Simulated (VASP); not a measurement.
# Si3H2C2 in VASP: a series of runs, part 2 of 2

VASP 6.6.1. Earlier steps stand in the parts before.

## Step 3: Single point, LDA

File INCAR:

```
PREC = Accurate ; ENCUT = 520
EDIFF = 1E-6 ; ISMEAR = 0
SIGMA = 0.05 ; LREAL = Auto
LASPH = T ; NELM = 80
ALGO = Normal ; ISIF = 2
LWAVE = F ; LCHARG = T
LDIPOL = T ; IDIPOL = 3
DIPOL = 0.5 0.5 0.339 ; LELF = T
LVHAR = T ; LVACPOTAV = T
NBANDS = 64
```

File KPOINTS:

```
regular mesh
0
Gamma
  4 4 1
```

File POSCAR:

```
Si3H2C2
1.0
    6.1223116280      0.0000000000      0.0000000000
    0.0000000000      6.1223116280      0.0000000000
    0.0000000000      0.0000000000     18.0336064671
Si C H
12 8 8
Direct
    0.2500000000      0.2500000000      0.2691906584
    0.2500000000      0.7500000000      0.2691906584
    0.7500000000      0.2500000000      0.2691906584
    0.7500000000      0.7500000000      0.2691906584
    0.4971248139      0.5016475587      0.3941508845
    0.4971248139     -0.0016475587      0.3941508845
    0.0028758984      0.5016475059      0.3941509673
    0.0028758984     -0.0016475059      0.3941509673
    0.7500005732      0.7500000000      0.5119170882
    0.7500011466      0.2500000000      0.5124063732
    0.2500000594      0.7500000000      0.5342369198
    0.2500005999      0.2500000000      0.5231465148
    0.7500000000      0.5000000000      0.3292053881
    0.7500000000      0.0000000000      0.3292053881
    0.2500000000      0.5000000000      0.3292053881
    0.2500000000      0.0000000000      0.3292053881
    0.0072311148      0.7500000000      0.4541148222
    0.0047153981      0.2500000000      0.4520414558
    0.4927702296      0.7500000000      0.4541150085
    0.4952867405      0.2500000000      0.4520417878
    0.1018236707      0.2500000000      0.2043633518
    0.3981348503      0.2500000000      0.2043580857
    0.3981348503      0.7500000000      0.2043580857
    0.1018236707      0.7500000000      0.2043633518
    0.6018651497      0.2500000000      0.2043580857
    0.8981763293      0.2500000000      0.2043633518
    0.8981763293      0.7500000000      0.2043633518
    0.6018651497      0.7500000000      0.2043580857
```

Potentials or basis: VASP PAW LDA potentials, release 64 (Si, C, H).

Run with:

```console
$ cat potpaw_LDA.64/Si/POTCAR potpaw_LDA.64/C/POTCAR potpaw_LDA.64/H/POTCAR > POTCAR
$ mpirun -np 1 vasp_std > vasp.out
```

OUTCAR:

```text
PREC = Accurate
   ENCUT = 520
   EDIFF = 1E-6
   ISMEAR = 0
   LREAL = Auto
   LASPH = T
   NELM = 80
   ISIF = 2

 ion  position               nearest neighbor table
   1  0.250  0.250  0.269-  22 1.48  21 1.48  15 1.87  16 1.87   2 3.06   3 3.06   2 3.06   3 3.06
                             7 3.12   8 3.12   5 3.12   6 3.12
   2  0.250  0.750  0.269-  23 1.48  24 1.48  15 1.87  16 1.87   1 3.06   4 3.06   1 3.06   4 3.06
                             7 3.11   8 3.11   5 3.11   6 3.11
   3  0.750  0.250  0.269-  25 1.48  26 1.48  13 1.87  14 1.87   1 3.06   4 3.06   4 3.06   1 3.06
                             5 3.14   6 3.14   7 3.14   8 3.14
   4  0.750  0.750  0.269-  28 1.48  27 1.48  13 1.87  14 1.87   2 3.06   3 3.06   3 3.06   2 3.06
                             5 3.13   6 3.13   7 3.13   8 3.13
   5  0.497  0.502  0.394-  20 1.86  19 1.87  15 1.91  13 1.94   7 3.03   9 3.04   6 3.04  10 3.05
                             6 3.08   7 3.10   2 3.11   1 3.12   4 3.13   3 3.14
   6  0.497  0.998  0.394-  20 1.86  19 1.87  16 1.91  14 1.94   8 3.03   9 3.04   5 3.04  10 3.05
                             5 3.08   8 3.10   2 3.11   1 3.12   4 3.13   3 3.14
   7  0.003  0.502  0.394-  18 1.86  17 1.87  15 1.91  13 1.94   5 3.03   9 3.04   8 3.04  10 3.05
                             8 3.08   5 3.10   2 3.11   1 3.12   4 3.13   3 3.14
   8  0.003  0.998  0.394-  18 1.86  17 1.87  16 1.91  14 1.94   6 3.03   9 3.04   7 3.04  10 3.05
[... 791 lines left out ...]

  FORCE on cell =-STRESS in cart. coord.  units (eV):
  Direction    XX          YY          ZZ          XY          YZ          ZX
  --------------------------------------------------------------------------------------
  -------------------------------------------------------------------------------------
  Total       31.0257065    -18.9646517    -18.0001906      0.0000000      0.0000000      0.0004265
  in kB       73.5391848    -44.9512738    -42.6652441      0.0000000      0.0000000      0.0010109
  external PRESSURE =      -4.6924444 kB  Pullay stress =       0.0000000 kB

 VOLUME and BASIS-vectors are now :
 -----------------------------------------------------------------------------
  energy-cutoff  :      520.00
  volume of cell :      675.95
      direct lattice vectors                 reciprocal lattice vectors
     6.122311628  0.000000000  0.000000000     0.163336998  0.000000000  0.000000000
     0.000000000  6.122311628  0.000000000     0.000000000  0.163336998  0.000000000
     0.000000000  0.000000000 18.033606467     0.000000000  0.000000000  0.055452025

 POSITION                                       TOTAL-FORCE (eV/Angst)
 -----------------------------------------------------------------------------------
      1.53058      1.53058      4.85448         0.000927      0.000000      1.415332
      1.53058      4.59173      4.85448         0.000935      0.000000      1.380400
      4.59173      1.53058      4.85448        -0.000909      0.000000      1.381922
      4.59173      4.59173      4.85448        -0.000909      0.000000      1.321375
      3.04355      3.07124      7.10796        -0.009291      0.005029     -0.005072
      3.04355      6.11222      7.10796        -0.009291     -0.005029     -0.005072
[... 20 lines left out ...]
      5.49892      4.59173      3.68541        -0.014507      0.000000      0.005519
      3.68481      4.59173      3.68531         0.012977      0.000000      0.004937
 -----------------------------------------------------------------------------------
    total drift:                               -0.000496     -0.000000     -0.094856

  FREE ENERGIE OF THE ION-ELECTRON SYSTEM (eV)
  ---------------------------------------------------
  free  energy   TOTEN  =      -169.3775444906 eV

  energy  without entropy=     -169.3660164614  energy(sigma->0) =     -169.37178048

 vacuum level on the upper side and lower side of the slab         6.107         3.858
```

OSZICAR:

```text
N       E                     dE             d eps       ncg     rms          rms(c)
DAV:   1     0.482811311923E+03    0.48281E+03   -0.33146E+04  1152   0.108E+03
DAV:   2    -0.107553565916E+03   -0.59036E+03   -0.56320E+03  1552   0.223E+02
DAV:   3    -0.184918840855E+03   -0.77365E+02   -0.76032E+02  1456   0.782E+01
[... 18 lines left out ...]
DAV:  22    -0.169377511371E+03   -0.27719E-04   -0.14145E-06  1136   0.267E-03    0.228E-03
DAV:  23    -0.169377537044E+03   -0.25673E-04   -0.28530E-06  1048   0.328E-03    0.105E-03
DAV:  24    -0.169377542731E+03   -0.56873E-05   -0.58518E-07  1032   0.170E-03    0.408E-04
DAV:  25    -0.169377543898E+03   -0.11670E-05   -0.99734E-08   984   0.814E-04    0.239E-04
DAV:  26    -0.169377544491E+03   -0.59286E-06   -0.42820E-08   928   0.459E-04
   1 F= -.16937754E+03 E0= -.16937178E+03  d E =-.115280E-01
```

stdout:

```text
POSCAR found type information on POSCAR SiC H
 POSCAR found :  3 types and      28 ions
 scaLAPACK will be used
 LDA part: xc-table for (Slater(with rela. corr.)+CA(PZ))
 , standard interpolation
 POSCAR, INCAR and KPOINTS ok, starting setup
 FFT: planning ... GRIDC
 FFT: planning ... GRID_SOFT
 FFT: planning ... GRID
 WAVECAR not read
 entering main loop
 -----------------------------------------------------------------------------
|                                                                             |
|           W    W    AA    RRRRR   N    N  II  N    N   GGGG   !!!           |
|           W    W   A  A   R    R  NN   N  II  NN   N  G    G  !!!           |
|           W    W  A    A  R    R  N N  N  II  N N  N  G       !!!           |
|           W WW W  AAAAAA  RRRRR   N  N N  II  N  N N  G  GGG   !            |
|           WW  WW  A    A  R   R   N   NN  II  N   NN  G    G                |
|           W    W  A    A  R    R  N    N  II  N    N   GGGG   !!!           |
|                                                                             |
|     Did not find any points to average over, which means that no vacuum     |
|     field-free region was found. Please increase the size of  your cell     |
|     in the dimension of the dipole correction to obtain accurate            |
|     workfunction values.                                                    |
|                                                                             |
 -----------------------------------------------------------------------------
```

It took 9 min on 1 thread of Intel Xeon 6975P-C (Granite Rapids), shared host; peak memory 0.64 GiB.

What came out:

- Free energy: -169.3775 eV
- Largest force: 2.257 eV/Å
- Band gap on the k mesh: zero (bands 44 and 45 overlap by 1.42 eV)

Forces in eV/Å, atoms in the order of the input:
```
Si   0.001  0.000  1.415
Si   0.001  0.000  1.380
Si  -0.001  0.000  1.382
Si  -0.001  0.000  1.321
Si  -0.009  0.005 -0.005
Si  -0.009 -0.005 -0.005
Si   0.009  0.005 -0.005
Si   0.009 -0.005 -0.005
Si   0.000  0.000  0.052
Si   0.000  0.000  0.039
Si   0.000  0.000 -2.257
Si   0.000  0.000 -1.057
C    0.000  0.094 -0.358
C    0.000 -0.094 -0.358
C    0.000  0.041 -0.805
C    0.000 -0.041 -0.805
C    0.010  0.000 -0.002
C   -0.002  0.000  0.004
C   -0.010  0.000 -0.004
C    0.002  0.000  0.004
H    0.011  0.000  0.007
H   -0.010  0.000  0.006
H   -0.008  0.000  0.009
H    0.009  0.000  0.010
H    0.007  0.000  0.012
H   -0.008  0.000  0.012
H   -0.015  0.000  0.006
H    0.013  0.000  0.005
```

Levels at points of the mesh, in eV from the Fermi level:
| k point | band 41 | band 42 | band 43 | band 44 | band 45 | band 46 | band 47 | band 48 |
| --- | --- | --- | --- | --- | --- | --- | --- | --- |
| (0.00, 0.00, 0.00) | -1.31 | -0.98 | -0.50 | -0.05 | 0.04 | 0.97 | 1.10 | 1.16 |
| (0.50, 0.00, 0.00) | -1.47 | -1.07 | -1.04 | -0.87 | -0.41 | 0.11 | 1.52 | 1.55 |
| (0.00, 0.50, 0.00) | -1.15 | -1.10 | 1.00 | 1.01 | 1.07 | 1.08 | 1.27 | 1.43 |
| (0.50, 0.50, 0.00) | -1.49 | -1.41 | -0.98 | -0.92 | 1.59 | 1.72 | 1.74 | 1.84 |

## Step 4: Single point, LDA

File INCAR:

```
ALGO = Normal
DIPOL = 0.5 0.5 0.334
EDIFF = 1E-6
ENCUT = 520
GGA = CA
IDIPOL = 3
ISIF = 2
ISMEAR = 0
LASPH = True
LCHARG = True
LDIPOL = True
LELF = True
LREAL = Auto
LVACPOTAV = True
LVHAR = True
LWAVE = False
NBANDS = 64
NELM = 100
PREC = Accurate
SIGMA = 0.05
```

File KPOINTS:

```
k-points
0
Gamma
  4 4 1
```

File POSCAR:

```
Si3H2C2
1.0
    6.1223116280      0.0000000000      0.0000000000
    0.0000000000      6.1223116280      0.0000000000
    0.0000000000      0.0000000000     18.0336064671
Si C H
12 8 8
Direct
    0.2500000000      0.2500000000      0.2691906584
    0.2500000000      0.7500000000      0.2691906584
    0.7500000000      0.2500000000      0.2691906584
    0.7500000000      0.7500000000      0.2691906584
    0.5044430931      0.5052345102      0.3866694612
    0.5044430931     -0.0052345102      0.3866694612
   -0.0044434295      0.5052343982      0.3866696932
   -0.0044434295     -0.0052343982      0.3866696932
    0.7500000130      0.7500000000      0.5106076158
    0.7500003884      0.2500000000      0.5119017067
    0.2500000932      0.7500000000      0.5004111845
    0.2500004070      0.2500000000      0.4776758541
    0.7500000000      0.5000000000      0.3292053881
    0.7500000000      0.0000000000      0.3292053881
    0.2500000000      0.5000000000      0.3292053881
    0.2500000000      0.0000000000      0.3292053881
   -0.0064291310      0.7500000000      0.4434555051
   -0.0180926585      0.2500000000      0.4390655547
    0.5064287567      0.7500000000      0.4434555311
    0.5180931166      0.2500000000      0.4390655868
    0.1018236707      0.2500000000      0.2043633518
    0.3981348503      0.2500000000      0.2043580857
    0.3981348503      0.7500000000      0.2043580857
    0.1018236707      0.7500000000      0.2043633518
    0.6018651497      0.2500000000      0.2043580857
    0.8981763293      0.2500000000      0.2043633518
    0.8981763293      0.7500000000      0.2043633518
    0.6018651497      0.7500000000      0.2043580857
```

Run with:

```console
$ cat potpaw_LDA.64/Si/POTCAR potpaw_LDA.64/C/POTCAR potpaw_LDA.64/H/POTCAR > POTCAR
$ mpirun -np 1 vasp_std > vasp.out
```

Run time: 9.8 min. Hardware: 1 thread of Intel Xeon 6975P-C (Granite Rapids), shared host; peak memory 0.65 GiB.

It converged, with:

```yaml
Free_energy: -168.5697 eV
Largest_force: 4.023 eV/Å
Band_gap_on_the_k_mesh: zero (bands 44 and 45 overlap by 1.12 eV)
```

Forces on the atoms (eV/Å):
```
Si   0.001  0.000  0.993
Si   0.001  0.000  0.985
Si  -0.001  0.000  1.107
Si  -0.001  0.000  0.976
Si  -0.002  0.005  0.007
Si  -0.002 -0.005  0.007
Si   0.002  0.005  0.007
Si   0.002 -0.005  0.007
Si   0.000  0.000  0.020
Si   0.000  0.000  0.012
Si   0.000  0.000  1.100
Si   0.000  0.000  4.023
C    0.000  0.240 -2.878
C    0.000 -0.240 -2.878
C    0.000  0.036 -1.668
C    0.000 -0.036 -1.668
C   -0.001  0.000  0.009
C   -0.016  0.000  0.006
C    0.001  0.000  0.009
C    0.016  0.000  0.006
H   -0.011  0.000 -0.004
H    0.013  0.000 -0.005
H    0.036  0.000 -0.013
H   -0.034  0.000 -0.012
H    0.003  0.000 -0.023
H   -0.004  0.000 -0.022
H    0.007  0.000 -0.052
H   -0.008  0.000 -0.053
```

Levels at points of the mesh, in eV from the Fermi level:
```tsv
k point	band 42	band 43	band 44	band 45	band 46	band 47
(0.00, 0.00, 0.00)	-0.61	-0.35	-0.15	0.48	0.80	0.93
(0.50, 0.00, 0.00)	-1.13	-0.88	-0.74	-0.32	0.35	1.45
(0.00, 0.50, 0.00)	-0.69	0.70	0.74	0.77	0.90	0.92
(0.50, 0.50, 0.00)	-1.36	-0.74	-0.53	1.10	1.47	1.54
```

## Step 5: Single point, LDA

File INCAR:

```
PREC = Accurate
ENCUT = 520
EDIFF = 1E-7
ISMEAR = 0
SIGMA = 0.05
LREAL = Auto
LASPH = T
NELM = 80
ALGO = Normal
ISIF = 2
LWAVE = F
LCHARG = F
LDIPOL = T
IDIPOL = 3
DIPOL = 0.5 0.5 0.335
NBANDS = 64
```

File KPOINTS:

```
regular mesh
0
Gamma
  4 4 1
```

File POSCAR:

```
Si3H2C2
1.0
    6.1223116280      0.0000000000      0.0000000000
    0.0000000000      6.1223116280      0.0000000000
    0.0000000000      0.0000000000     18.0336064671
Si C H
12 8 8
Direct
    0.2500000000      0.2500000000      0.2691906584
    0.2500000000      0.7500000000      0.2691906584
    0.7500000000      0.2500000000      0.2691906584
    0.7500000000      0.7500000000      0.2691906584
    0.5029321509      0.5099397293      0.3889937481
    0.5029321509     -0.0099397293      0.3889937481
   -0.0029324570      0.5099396358      0.3889937859
   -0.0029324570     -0.0099396358      0.3889937859
    0.7500002972      0.7500000000      0.5117237119
    0.7500006264      0.2500000000      0.5131839641
    0.2500000411      0.7500000000      0.5231465148
    0.2500000987      0.2500000000      0.4776758541
    0.7500000000      0.5000000000      0.3292053881
    0.7500000000      0.0000000000      0.3292053881
    0.2500000000      0.5000000000      0.3292053881
    0.2500000000      0.0000000000      0.3292053881
    0.0018090199      0.7500000000      0.4495503952
   -0.0180945894      0.2500000000      0.4400892951
    0.4981906668      0.7500000000      0.4495506822
    0.5180946861      0.2500000000      0.4400896267
    0.1018236707      0.2500000000      0.2043633518
    0.3981348503      0.2500000000      0.2043580857
    0.3981348503      0.7500000000      0.2043580857
    0.1018236707      0.7500000000      0.2043633518
    0.6018651497      0.2500000000      0.2043580857
    0.8981763293      0.2500000000      0.2043633518
    0.8981763293      0.7500000000      0.2043633518
    0.6018651497      0.7500000000      0.2043580857
```

Run with:

```console
$ cat potpaw_LDA.64/Si/POTCAR potpaw_LDA.64/C/POTCAR potpaw_LDA.64/H/POTCAR > POTCAR
$ mpirun -np 1 vasp_std > vasp.out
```

Wall time 10 min (1 thread of Intel Xeon 6975P-C (Granite Rapids), shared host); peak memory 0.64 GiB.

Results (log left out):

* Free energy: -168.4511 eV
* Largest force: 3.989 eV/Å
* Band gap on the k mesh: zero (bands 44 and 45 overlap by 1.07 eV)

Forces on the atoms (eV/Å):
```
Si   0.001  0.000  1.100
Si   0.001  0.000  1.025
Si  -0.001  0.000  1.234
Si  -0.001  0.000  0.992
Si   0.003 -0.010 -0.005
Si   0.003  0.010 -0.005
Si  -0.003 -0.010 -0.005
Si  -0.003  0.010 -0.005
Si   0.000  0.000  0.014
Si   0.000  0.000  0.023
Si   0.000  0.000 -1.568
Si   0.000  0.000  3.989
C    0.000  0.498 -2.068
C    0.000 -0.498 -2.068
C    0.000  0.142 -1.350
C    0.000 -0.142 -1.350
C    0.003  0.000  0.020
C   -0.029  0.000  0.025
C   -0.003  0.000  0.020
C    0.029  0.000  0.025
H    0.015  0.000  0.010
H   -0.014  0.000  0.009
H    0.026  0.000 -0.009
H   -0.024  0.000 -0.008
H    0.012  0.000  0.017
H   -0.014  0.000  0.018
H    0.004  0.000 -0.039
H   -0.006  0.000 -0.039
```

Levels at points of the mesh, in eV from the Fermi level:
```tsv
k point	band 42	band 43	band 44	band 45	band 46	band 47
(0.00, 0.00, 0.00)	-0.60	-0.23	-0.15	0.23	0.85	0.95
(0.50, 0.00, 0.00)	-1.09	-1.02	-0.74	-0.18	0.19	1.41
(0.00, 0.50, 0.00)	-0.76	0.64	0.73	0.85	0.95	0.96
(0.50, 0.50, 0.00)	-1.14	-1.11	-0.59	0.99	1.51	1.65
```

## Step 6: Summary

| cell | gap on the mesh (eV) | largest force (eV/Å) |
| --- | --- | --- |
| as given, atomic positions A | none | 3.08 |
| as given, atomic positions B | none | 2.26 |
| as given, atomic positions C | none | 4.02 |
| as given, atomic positions D | none | 3.99 |

Alike in all rows: task single point; level LDA; potentials or basis VASP PAW LDA potentials, release 64 (Si, C, H); no spin polarisation; k mesh 4 × 4 × 1; cutoff (eV) 520; smearing gaussian 0.05 eV.

Total energies depend on the potentials used, so only differences within one code and one set of settings carry meaning.
